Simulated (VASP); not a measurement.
# ZrNbN2 (R-3m) in VASP: notebook, part 2 of 2

VASP 6.6.1. Earlier steps stand in the parts before.

## 3. Single point, LDA

This run uses another cell than the first one, of 11.06 Å³/atom, 1.053 times its volume.

Contents of INCAR:

```
ALGO     = Normal         # electronic algorithm
EDIFF    = 1E-6           # SCF threshold, eV
ENCUT    = 520            # plane-wave cutoff, eV
GGA      = CA             # functional
ISIF     = 2              # what is computed and relaxed
ISMEAR   = 1              # smearing method
LASPH    = T              # aspherical terms in the spheres
LCHARG   = F              # write CHGCAR
LREAL    = F              # projectors in reciprocal space
LWAVE    = F              # write WAVECAR
NBANDS   = 26             # bands
NELM     = 60             # most SCF steps
PREC     = Accurate       # precision mode
SIGMA    = 0.1            # smearing width, eV
```

Contents of KPOINTS:

```
k-points
0
Gamma
  13 13 13
```

Contents of POSCAR:

```
ZrNbN2
1.0
    1.5713109750      0.9071965500      5.1727030000
   -1.5713109750      0.9071965500      5.1727030000
    0.0000000000     -1.8143940750      5.1727030000
Zr Nb N
1 1 2
Direct
    0.5000000000      0.5000000000      0.5000000000
    0.0000000000      0.0000000000      0.0000000000
    0.7492170000      0.7492170000      0.7492170000
    0.2507830000      0.2507830000      0.2507830000
```

Potentials or basis: VASP PAW LDA potentials, release 64 (Zr_sv, Nb_sv, N).

Command:

```
cat potpaw_LDA.64/Zr_sv/POTCAR potpaw_LDA.64/Nb_sv/POTCAR potpaw_LDA.64/N/POTCAR > POTCAR
mpirun -np 1 vasp_std > vasp.out
```

OUTCAR:

```text
EDIFF = 1E-6
   ENCUT = 520
   GGA = CA
   ISIF = 2
   ISMEAR = 1
   LASPH = T
   LREAL = F
   NELM = 60
   PREC = Accurate

 ion  position               nearest neighbor table
   1  0.500  0.500  0.500-   4 2.24   4 2.24   3 2.24   3 2.24   4 2.24   3 2.24   2 3.16   2 3.16
                             2 3.16   2 3.16   2 3.16   2 3.16
   2  0.000  0.000  0.000-   3 2.22   3 2.22   4 2.22   4 2.22   3 2.22   4 2.22   1 3.16   1 3.16
                             1 3.16   1 3.16   1 3.16   1 3.16
   3  0.749  0.749  0.749-   2 2.22   2 2.22   2 2.22   1 2.24   1 2.24   1 2.24
   4  0.251  0.251  0.251-   2 2.22   2 2.22   2 2.22   1 2.24   1 2.24   1 2.24

  LATTYP: Found a trigonal (rhomboedric) cell.
 ALAT       =     5.4816858800
 COS(alpha) =     0.8356665317

  Lattice vectors:

 A1 = (   1.5713109750,   0.9071965500,   5.1727030000)
 A2 = (  -1.5713109750,   0.9071965500,   5.1727030000)
 A3 = (   0.0000000000,  -1.8143940750,   5.1727030000)

Analysis of symmetry for initial positions (statically):
=====================================================================
 Subroutine PRICEL returns:
 Original cell was already a primitive cell.

 Routine SETGRP: Setting up the symmetry group for a
 trigonal (rhombohedral) supercell.

 Subroutine GETGRP returns: Found 12 space group operations
 (whereof 12 operations were pure point group operations)
 out of a pool of 12 trial point group operations.

The static configuration has the point symmetry D_3d.

Analysis of symmetry for dynamics (positions and initial velocities):
=====================================================================
 Subroutine PRICEL returns:
 Original cell was already a primitive cell.

 Routine SETGRP: Setting up the symmetry group for a
 trigonal (rhombohedral) supercell.

[... 119 lines left out ...]
   NELECT =      35.0000    total number of electrons
   NUPDOWN=      -1.0000    fix difference up-down
   EMIN   =  10.00;   EMAX   =-10.00  energy-range for DOS
   EFERMI =   0.00;   METHOD = LEGACY
   ISMEAR =     1;   SIGMA  =   0.10  broadening in eV -4-tet -1-fermi 0-gaus
   EFERMI_NEDOS =   21; number of points for ismear=-14 and -15
   IALGO  =     38    algorithm
   IMIX   =      4    mixing-type and parameters
     AMIX     =   0.40;   BMIX     =  1.00
     AMIX_MAG =   1.60;   BMIX_MAG =  1.00
  volume/ion in A,a.u.               =      11.06        74.64
  Fermi-wavevector in a.u.,A,eV,Ry     =   1.514096  2.861226 31.191166  2.292486
  Thomas-Fermi vector in A             =   2.623799
   LORBIT       =      0    0 simple, 1 ext, 2 COOP (PROOUT), +10 PAW based schemes
   GGA     = CA    functional components
   LHFCALC =     F    Hartree Fock is set to
   AEXX    =    0.0000 exact exchange contribution
   IVDW    =     0    specifies the selected vdW correction
   LEPSILON=     F    determine dielectric tensor
   LRPA    =     F    only Hartree local field effects (RPA)
 non-spin polarized calculation
 Methfessel and Paxton  Order N= 1 SIGMA  =   0.10
  energy-cutoff  :      520.00
  volume of cell :       44.24
 maximum number of plane-waves:      1213
 NGX is ok and might be reduce to    42
   NGX = 21   NGY = 21   NGZ = 21

 number of electron      35.0000001 magnetization

 Free energy of the ion-electron system (eV)
  ---------------------------------------------------
  ext. energy  EPLUGINS =         0.00000000
  ---------------------------------------------------
  free energy    TOTEN  =       -45.30275999 eV

  energy without entropy =      -45.30266141  energy(sigma->0) =      -45.30272713

 E-fermi :  12.9995     XC(G=0): -13.3162

 val. band max:       12.9869287555   @ k =  -0.3077   0.3846   0.0769
 cond. band min:      13.0048131545   @ k =  -0.4615   0.3846   0.0769
 fundamental gap:      0.0178843990
 Fermi energy:        12.9995490229

 k-point     1 :       0.0000    0.0000    0.0000
  band No.  band energies     occupation
      1     -42.7748      2.00000
      2     -36.2571      2.00000
      3     -19.2251      2.00000
      4     -18.7434      2.00000
      5     -18.7434      2.00000
      6     -14.7306      2.00000
[... 685 lines left out ...]
     25      18.9964      0.00000
     26      19.4082      0.00000

 [... further k-points ...]
[... 5 lines left out ...]
  --------------------------------------------------------------------------------------
  -------------------------------------------------------------------------------------
  Total       -0.6632077     -0.6632078     -1.6976839      0.0000000      0.0000001      0.0000000
  in kB      -24.0174925    -24.0174957    -61.4801529      0.0000000      0.0000039      0.0000000
  external PRESSURE =     -36.5050470 kB  Pullay stress =       0.0000000 kB

 VOLUME and BASIS-vectors are now :
 -----------------------------------------------------------------------------
  energy-cutoff  :      520.00
  volume of cell :       44.24
      direct lattice vectors                 reciprocal lattice vectors
     1.571310975  0.907196550  5.172703000     0.318205631  0.183716094  0.064440853
    -1.571310975  0.907196550  5.172703000    -0.318205631  0.183716094  0.064440853
     0.000000000 -1.814394075  5.172703000     0.000000000 -0.367432189  0.064440818

 POSITION                                       TOTAL-FORCE (eV/Angst)
 -----------------------------------------------------------------------------------
      0.00000     -0.00000      7.75905        -0.000000      0.000000     -0.000000
      0.00000      0.00000      0.00000         0.000000      0.000000     -0.000000
      0.00000     -0.00000     11.62643        -0.000000      0.000000     -0.191438
      0.00000     -0.00000      3.89168        -0.000000     -0.000000      0.191438
 -----------------------------------------------------------------------------------
    total drift:                                0.000000      0.000000      0.000000

  FREE ENERGIE OF THE ION-ELECTRON SYSTEM (eV)
  ---------------------------------------------------
  free  energy   TOTEN  =       -45.3027599941 eV

  energy  without entropy=      -45.3026614055  energy(sigma->0) =      -45.30272713
```

OSZICAR:

```text
N       E                     dE             d eps       ncg     rms          rms(c)
DAV:   1     0.352154189205E+03    0.35215E+03   -0.18635E+04 12012   0.138E+03
DAV:   2    -0.237144563731E+02   -0.37587E+03   -0.35974E+03 14242   0.483E+02
DAV:   3    -0.506042873743E+02   -0.26890E+02   -0.26366E+02 20974   0.115E+02
DAV:   4    -0.521928131059E+02   -0.15885E+01   -0.15814E+01 17744   0.208E+01
DAV:   5    -0.522528771162E+02   -0.60064E-01   -0.60025E-01 18720   0.397E+00    0.290E+01
DAV:   6    -0.458806652557E+02    0.63722E+01   -0.31976E+01 16912   0.369E+01    0.117E+01
DAV:   7    -0.454599907787E+02    0.42067E+00   -0.46425E+00 20064   0.148E+01    0.798E+00
DAV:   8    -0.453437527738E+02    0.11624E+00   -0.13675E+00 18466   0.632E+00    0.422E+00
DAV:   9    -0.453042797958E+02    0.39473E-01   -0.18929E-01 18072   0.251E+00    0.873E-01
DAV:  10    -0.453027912047E+02    0.14886E-02   -0.21497E-02 18654   0.999E-01    0.514E-01
DAV:  11    -0.453027828791E+02    0.83256E-05   -0.24474E-03 15732   0.413E-01    0.698E-02
DAV:  12    -0.453027651058E+02    0.17773E-04   -0.20819E-04 18386   0.138E-01    0.523E-02
DAV:  13    -0.453027626694E+02    0.24363E-05   -0.98935E-06 17956   0.224E-02    0.349E-02
DAV:  14    -0.453027602812E+02    0.23883E-05   -0.62457E-06 15862   0.201E-02    0.965E-03
DAV:  15    -0.453027599941E+02    0.28713E-06   -0.56865E-07  7408   0.625E-03
   1 F= -.45302760E+02 E0= -.45302727E+02  d E =-.985885E-04
```

Run time: 7 min. Hardware: 1 thread of Intel Xeon 6975P-C (Granite Rapids), shared host; peak memory 0.4 GiB.

What came out:

```yaml
Free_energy: -45.3028 eV
Pressure: -3.7 GPa
Largest_force: 0.191 eV/Å
```

Forces in eV/Å, atoms in the order of the input:
```
Zr   0.000  0.000  0.000
Nb   0.000  0.000  0.000
N    0.000  0.000 -0.191
N    0.000  0.000  0.191
```

Stress tensor (GPa, compression positive):
```
-2.40  0.00  0.00
 0.00 -2.40  0.00
 0.00  0.00 -6.15
```
